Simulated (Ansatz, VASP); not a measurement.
One calculation of Al3Cu2, two programs

```
Al Cu
1.0
     4.19767    0.00000    0.00000
    -2.09883    3.63529    0.00000
     0.00000    0.00000    4.58634
Al Cu
3 2
Direct
  0.00000 0.00000 0.00000
  0.35169 0.66667 0.35089
  0.64831 0.33333 0.64911
  0.30286 0.66667 0.84159
  0.69714 0.33333 0.15841
```

Change from the starting cell: mode 4 frozen in at -0.124 Å, strain +e along z and -e/2 along x and y -0.0700.

Alike in both runs: task single point; functional LDA; k mesh 12 × 12 × 8; occupations gaussian, width 0.15 eV; no spin polarisation.

```csv
,VASP,Ansatz
version,VASP 6.6.1,Ansatz 0.2.0
potentials or method,"VASP PAW LDA potentials, release 64 (Al, Cu), cutoff 520 eV","scalar-relativistic, plane waves, PAW"
valence electrons in the cell,31,47
```

```csv
,VASP,Ansatz,Ansatz less VASP
gap on the k mesh at the Fermi level (eV),none,none,-
pressure (GPa),4.2,3.7,-0.46
"traceless stress, the component that is largest in VASP (GPa)",15.32,15.22,-0.094
rms of the force components (eV/Å),0.176,0.177,+0.0004
```

Ansatz warns that its potentials were made for another functional, while VASP's fit it. LDA's correlation is that of Perdew and Zunger in VASP and of Perdew and Wang (1992) in Ansatz. Atom by atom the forces differ by 0.004 eV/Å (rms over components). A gap of «none» marks a metal or a gap that the smearing closes. VASP's potentials hold 31 valence electrons a cell and Ansatz's 47, so a difference there can come from the potentials and not from the codes.
